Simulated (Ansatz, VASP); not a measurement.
# Two plane-wave programs on C

```
CELL_PARAMETERS angstrom
2.43149 0.00000 0.00000
-1.21575 2.10573 0.00000
0.00000 0.00000 8.59787
ATOMIC_POSITIONS crystal
C 0.00000 0.00000 0.09148
C 0.00000 0.00000 0.59148
C 0.00000 0.00000 0.40852
C 0.00000 0.00000 0.90852
C 0.33333 0.66667 0.15668
C 0.66667 0.33333 0.65668
C 0.33333 0.66667 0.34332
C 0.66667 0.33333 0.84332
```

Change from the starting cell: mode 21 frozen in at -0.012 Å, strain +e along z and -e/2 along x and y +0.0467.

Alike in both runs: task single point; functional LDA; k mesh 12 × 12 × 4; occupations gaussian, width 0.05 eV; no spin polarisation.

```csv
,VASP,Ansatz
version,VASP 6.6.1,Ansatz 0.2.0
potentials or method,"VASP PAW LDA potentials, release 64 (C), cutoff 520 eV","scalar-relativistic, plane waves, PAW"
valence electrons in the cell,32,32
```

|  | VASP | Ansatz | Ansatz less VASP |
| --- | --- | --- | --- |
| gap on the k mesh at the Fermi level (eV) | 3.79 | 3.79 | +0.002 |
| least direct gap on the mesh (eV) | 3.79 | 3.79 | +0.002 |
| pressure (GPa) | 3.8 | 2.1 | -1.71 |
| traceless stress, the component that is largest in VASP (GPa) | -57.56 | -57.39 | +0.174 |
| rms of the force components (eV/Å) | 0.418 | 0.431 | +0.0135 |

Ansatz warns that its potentials were made for another functional, while VASP's fit it. LDA's correlation is that of Perdew and Zunger in VASP and of Perdew and Wang (1992) in Ansatz. Atom by atom the forces differ by 0.014 eV/Å (rms over components).
